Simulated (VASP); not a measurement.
# Si (Pm-3m) in VASP: a series of runs

Si is run at these levels: PBE-based screened hybrid; tasks: single point.

Everything below comes from runs of VASP 6.6.1. Logs are shortened: lines on timing, memory, paths and dates and some standing lists are left out, and cuts for length are marked.

## 1. The cell of the first run

It takes space group Pm-3m (No. 221, cubic). The conventional cell has a = 2.532 Å, b = 2.532 Å, c = 2.532 Å, α = 90.00°, β = 90.00°, γ = 90.00°. Si (site symmetry m-3m) has 6 Si at 2.53 Å within 3.3 Å.

## 2. Single point, PBE-based screened hybrid

Input file POSCAR:

```
Si
1.0
    2.5321100000      0.0000000000      0.0000000000
    0.0000000000      2.5321100000      0.0000000000
    0.0000000000      0.0000000000      2.5321100000
Si
1
Direct
    0.5000000000      0.5000000000      0.5000000000
```

Input file INCAR.step1:

```
PREC = Accurate
ENCUT = 520
EDIFF = 1E-5
ISMEAR = -1
SIGMA = 0.05
LREAL = F
LASPH = T
NELM = 100
ALGO = Normal
ISIF = 2
LWAVE = T
LCHARG = F
GGA = PE
NBANDS = 8
```

Input file INCAR.step2:

```
PREC = Accurate
ENCUT = 520
EDIFF = 1E-7
ISMEAR = -1
SIGMA = 0.05
LREAL = F
LASPH = T
NELM = 100
ALGO = Normal
ISIF = 2
LWAVE = F
LCHARG = F
GGA = PE
LHFCALC = T
AEXX = 0.25
HFSCREEN = 0.1
PRECFOCK = Normal
ISTART = 1
NBANDS = 8
```

Input file KPOINTS:

```
Automatic mesh
0
Gamma
  5 5 5
```

Potentials or basis: VASP PAW PBE potentials, release 64 (Si).

On the command line:

```console
cat potpaw_PBE.64/Si/POTCAR > POTCAR
cp INCAR.step1 INCAR
mpirun -np 1 vasp_std > vasp.out
cp INCAR.step2 INCAR
mpirun -np 1 vasp_std > vasp.out
```

OUTCAR:

```text
PREC = Accurate
   ENCUT = 520
   EDIFF = 1E-7
   ISMEAR = -1
   LREAL = F
   LASPH = T
   NELM = 100
   ISIF = 2
   GGA = PE
   LHFCALC = T
   AEXX = 0.25
   HFSCREEN = 0.1
   PRECFOCK = Normal
   ISTART = 1

 ion  position               nearest neighbor table
   1  0.500  0.500  0.500-

  LATTYP: Found a simple cubic cell.
 ALAT       =     2.5321100000

  Lattice vectors:

 A1 = (   2.5321100000,   0.0000000000,   0.0000000000)
 A2 = (   0.0000000000,   2.5321100000,   0.0000000000)
 A3 = (   0.0000000000,   0.0000000000,   2.5321100000)

Analysis of symmetry for initial positions (statically):
=====================================================================
 Subroutine PRICEL returns:
 Original cell was already a primitive cell.

 Routine SETGRP: Setting up the symmetry group for a
 simple cubic supercell.

 Subroutine GETGRP returns: Found 48 space group operations
 (whereof 48 operations were pure point group operations)
 out of a pool of 48 trial point group operations.

The static configuration has the point symmetry O_h .

Analysis of symmetry for dynamics (positions and initial velocities):
=====================================================================
 Subroutine PRICEL returns:
 Original cell was already a primitive cell.

 Routine SETGRP: Setting up the symmetry group for a
 simple cubic supercell.

 Subroutine GETGRP returns: Found 48 space group operations
 (whereof 48 operations were pure point group operations)
 out of a pool of 48 trial point group operations.

The dynamic configuration has the point symmetry O_h .

 Subroutine INISYM returns: Found 48 space group operations
 (whereof 48 operations are pure point group operations),
 and found     1 'primitive' translations

----------------------------------------------------------------------------------------

                                     Primitive cell

  volume of cell :      16.2348

  direct lattice vectors                    reciprocal lattice vectors
     2.532110000  0.000000000  0.000000000     0.394927551  0.000000000  0.000000000
     0.000000000  2.532110000  0.000000000     0.000000000  0.394927551  0.000000000
     0.000000000  0.000000000  2.532110000     0.000000000  0.000000000  0.394927551

  length of vectors
     2.532110000  2.532110000  2.532110000     0.394927551  0.394927551  0.394927551

  position of ions in fractional coordinates (direct lattice)
     0.500000000  0.500000000  0.500000000

  ion indices of the primitive-cell ions
   primitive index   ion index
                 1           1

----------------------------------------------------------------------------------------

 KPOINTS: Automatic mesh

Automatic generation of k-mesh.
 Grid dimensions read from file:
 generate k-points for:    5    5    5

 Generating k-lattice:

  Cartesian coordinates                     Fractional coordinates (reciprocal lattice)
     0.078985510  0.000000000  0.000000000     0.200000000  0.000000000  0.000000000
     0.000000000  0.078985510  0.000000000     0.000000000  0.200000000  0.000000000
     0.000000000  0.000000000  0.078985510     0.000000000  0.000000000  0.200000000

  Length of vectors
     0.078985510  0.078985510  0.078985510

  Shift w.r.t. Gamma in fractional coordinates (k-lattice)
     0.000000000  0.000000000  0.000000000

 Subroutine IBZKPT returns following result:
 ===========================================

 Found     10 irreducible k-points:

 Following reciprocal coordinates:
            Coordinates               Weight
  0.000000  0.000000  0.000000      1.000000
  0.200000  0.000000  0.000000      6.000000
  0.400000  0.000000  0.000000      6.000000
  0.200000  0.200000  0.000000     12.000000
  0.400000  0.200000  0.000000     24.000000
  0.400000  0.400000  0.000000     12.000000
  0.200000  0.200000  0.200000      8.000000
  0.400000  0.200000  0.200000     24.000000
  0.400000  0.400000  0.200000     24.000000
  0.400000  0.400000  0.400000      8.000000
   k-points           NKPTS =     10   k-points in BZ     NKDIM =    125   number of bands    NBANDS=      8
   number of dos      NEDOS =    301   number of ions     NIONS =      1
   total plane-waves  NPLWV =   8000
   dimension x,y,z NGX =    20 NGY =   20 NGZ =   20
   dimension x,y,z NGXF=    40 NGYF=   40 NGZF=   40
   ions per type =               1
   NGX,Y,Z   is equivalent  to a cutoff of  13.13, 13.13, 13.13 a.u.
   NGXF,Y,Z  is equivalent  to a cutoff of  26.26, 26.26, 26.26 a.u.
 SYSTEM =  unknown system
   PREC   = accura    normal or accurate (medium, high low for compatibility)
   ISTART =      1    job   : 0-new  1-cont  2-samecut
   ICHARG =      0    charge: 1-file 2-atom 10-const
   ISPIN  =      1    spin polarized calculation?
   LNONCOLLINEAR =      F non collinear calculations
   LSORBIT =      F    spin-orbit coupling
   LASPH  =      T    aspherical Exc in radial PAW
   ENCUT  =  520.0 eV  38.22 Ry    6.18 a.u.   4.71  4.71  4.71*2*pi/ulx,y,z
   NELM   =    100;   NELMIN=  2; NELMDL=  0     # of ELM steps
   EDIFF  = 0.1E-06   stopping-criterion for ELM
   LREAL  =      F    real-space projection
   EDIFFG = 0.1E-05   stopping-criterion for IOM
   NSW    =      0    number of steps for IOM
   IBRION =     -1    ionic relax: 0-MD 1-quasi-New 2-CG
   NFREE  =      0    steps in history (QN), initial steepest desc. (CG)
   ISIF   =      2    stress and relaxation
   ISYM   =      3    0-nonsym 1-usesym 2-fastsym
   POTIM  = 0.5000    time-step for ionic-motion
   TEBEG  =    0.0;   TEEND  =   0.0 temperature during run
   PSTRESS=    0.0 pullay stress
   NELECT =       4.0000    total number of electrons
   NUPDOWN=      -1.0000    fix difference up-down
   EMIN   =  10.00;   EMAX   =-10.00  energy-range for DOS
   EFERMI =   0.00;   METHOD = LEGACY
   ISMEAR =    -1;   SIGMA  =   0.05  broadening in eV -4-tet -1-fermi 0-gaus
   EFERMI_NEDOS =   21; number of points for ismear=-14 and -15
   IALGO  =     38    algorithm
   IMIX   =      1    mixing-type and parameters
     AMIX     =   0.40;   BMIX     =  1.00
     AMIX_MAG =   1.60;   BMIX_MAG =  1.00
  volume/ion in A,a.u.               =      16.23       109.56
  Fermi-wavevector in a.u.,A,eV,Ry     =   1.026311  1.939446 14.331207  1.053314
  Thomas-Fermi vector in A             =   2.160197
   LORBIT       =      0    0 simple, 1 ext, 2 COOP (PROOUT), +10 PAW based schemes
   GGA     = PE    functional components
   LHFCALC =     T    Hartree Fock is set to
   PRECFOCK=normal    Normal, Fast or Accurate (Low or Medium for compatibility)
   ENCUT4O =  -1.0   cutoff for four orbital integrals eV
   NKREDX  =     1    reduce k-point grid by
   NKREDY  =     1    reduce k-point grid by
   NKREDZ  =     1    reduce k-point grid by
   AEXX    =    0.2500 exact exchange contribution
   HFSCREEN=    0.1000 screening length (either q_TF or 0.3 A-1)
   HFSCREENC=   0.1000 screening length for correlation (either q_TF or 0.3 A-1)
   ENCUTFOCK=  -1.0 apply spherical cutoff to Coloumb kernel
   IVDW    =     0    specifies the selected vdW correction
   LEPSILON=     F    determine dielectric tensor
   LRPA    =     F    only Hartree local field effects (RPA)
 non-spin polarized calculation
  energy-cutoff  :      520.00
  volume of cell :       16.23
 maximum number of plane-waves:       461
 NGX is ok and might be reduce to    20
  NGX = 16; NGY = 16; NGZ = 16

 number of electron       4.0000000 magnetization

 Free energy of the ion-electron system (eV)
  ---------------------------------------------------
  ext. energy  EPLUGINS =         0.00000000
  ---------------------------------------------------
  free energy    TOTEN  =        -6.10734712 eV

  energy without entropy =       -6.10402157  energy(sigma->0) =       -6.10568434

 E-fermi :   7.7152     XC(G=0):  -8.5838

 val. band max:        7.5584598054   @ k =   0.4000   0.4000   0.2000
 cond. band min:       8.6667905682   @ k =   0.4000   0.4000   0.4000
 fundamental gap:      1.1083307628
 Fermi energy:         7.7152345122

 k-point     1 :       0.0000    0.0000    0.0000
  band No.  band energies     occupation
      1      -6.9861      2.00000
      2      16.6878      0.00000
      3      16.6878      0.00000
      4      16.9740      0.00000
      5      16.9740      0.00000
      6      16.9740      0.00000
      7      24.8779      0.00000
      8      34.6905      0.00000

 k-point     2 :       0.2000    0.0000    0.0000
  band No.  band energies     occupation
      1      -6.0071      2.00000
      2       9.3719      0.00000
      3      17.4187      0.00000
      4      17.7413      0.00000
      5      17.7413      0.00000
      6      22.2043      0.00000
      7      28.4419      0.00000
      8      30.2923      0.00000

 k-point     3 :       0.4000    0.0000    0.0000
  band No.  band energies     occupation
      1      -3.1711      2.00000
      2       2.3905      2.00000
      3      19.0760      0.00000
      4      19.8186      0.00000
      5      19.8186      0.00000
      6      25.2238      0.00000
      7      25.2238      0.00000
      8      25.4068      0.00000

 k-point     4 :       0.2000    0.2000    0.0000
  band No.  band energies     occupation
      1      -5.0300      2.00000
      2       9.4732      0.00000
      3      11.1775      0.00000
      4      18.5019      0.00000
      5      20.5183      0.00000
      6      24.8445      0.00000
      7      26.9678      0.00000
      8      30.0406      0.00000

 k-point     5 :       0.4000    0.2000    0.0000
  band No.  band energies     occupation
      1      -2.1986      2.00000
      2       3.2792      2.00000
      3      12.7367      0.00000
      4      18.4941      0.00000
      5      20.5544      0.00000
      6      23.7371      0.00000
      7      25.9258      0.00000
      8      28.7504      0.00000

 k-point     6 :       0.4000    0.4000    0.0000
  band No.  band energies     occupation
      1       0.6345      2.00000
      2       5.1358      2.00000
      3       6.6819      2.00000
      4      12.6169      0.00000
      5      22.5518      0.00000
      6      26.5383      0.00000
      7      27.3129      0.00000
      8      27.8458      0.00000

 k-point     7 :       0.2000    0.2000    0.2000
  band No.  band energies     occupation
      1      -4.0536      2.00000
      2      10.2916      0.00000
      3      10.2916      0.00000
      4      13.6131      0.00000
      5      24.7931      0.00000
      6      24.7931      0.00000
      7      25.7176      0.00000
      8      27.8657      0.00000

 k-point     8 :       0.4000    0.2000    0.2000
  band No.  band energies     occupation
      1      -1.2234      2.00000
      2       4.1747      2.00000
      3      12.3878      0.00000
      4      15.4746      0.00000
      5      19.4169      0.00000
      6      19.8783      0.00000
      7      27.2467      0.00000
      8      29.3335      0.00000

 k-point     9 :       0.4000    0.4000    0.2000
  band No.  band energies     occupation
      1       1.6172      2.00000
      2       6.0515      2.00000
      3       7.5585      1.91667
      4      13.4269      0.00000
      5      17.0950      0.00000
      6      21.3701      0.00000
      7      22.1988      0.00000
      8      28.6932      0.00000

 k-point    10 :       0.4000    0.4000    0.4000
  band No.  band energies     occupation
      1       4.4920      2.00000
      2       8.6668      0.00000
      3       8.6668      0.00000
      4      12.6645      0.00000
      5      15.6956      0.00000
      6      15.6956      0.00000
      7      16.6758      0.00000
      8      22.8825      0.00000

------------------------ aborting loop because EDIFF is reached ----------------------------------------

  FORCE on cell =-STRESS in cart. coord.  units (eV):
  Direction    XX          YY          ZZ          XY          YZ          ZX
  --------------------------------------------------------------------------------------
  -------------------------------------------------------------------------------------
  Total        0.0772896      0.0772896      0.0772896     -0.0000000      0.0000000     -0.0000000
  in kB        7.6275272      7.6275272      7.6275272     -0.0000000      0.0000000     -0.0000000
  external PRESSURE =       7.6275272 kB  Pullay stress =       0.0000000 kB

 VOLUME and BASIS-vectors are now :
 -----------------------------------------------------------------------------
  energy-cutoff  :      520.00
  volume of cell :       16.23
      direct lattice vectors                 reciprocal lattice vectors
     2.532110000  0.000000000  0.000000000     0.394927551  0.000000000  0.000000000
     0.000000000  2.532110000  0.000000000     0.000000000  0.394927551  0.000000000
     0.000000000  0.000000000  2.532110000     0.000000000  0.000000000  0.394927551

 POSITION                                       TOTAL-FORCE (eV/Angst)
 -----------------------------------------------------------------------------------
      1.26605      1.26605      1.26605         0.000000      0.000000      0.000000
 -----------------------------------------------------------------------------------
    total drift:                               -0.000007      0.000011      0.000007

  FREE ENERGIE OF THE ION-ELECTRON SYSTEM (eV)
  ---------------------------------------------------
  free  energy   TOTEN  =        -6.1073471151 eV

  energy  without entropy=       -6.1040215733  energy(sigma->0) =       -6.10568434
```

Wall time 25 s (1 thread of Intel Xeon 6975P-C (Granite Rapids), shared host); peak memory 0.2 GiB.

Results:

| Quantity | Value |
| --- | --- |
| Free energy | -6.1073 eV |
| Pressure | 0.8 GPa |
| Band gap on the k mesh | zero (band 2 reaches 16.69 eV, above the bottom of band 3 at 6.68 eV) |

Caveat: the k points lie up to 0.50 Å⁻¹ apart; the PAW data sets were made with another functional, which shifts forces and pressure a little.

[end of part 1 of 3]
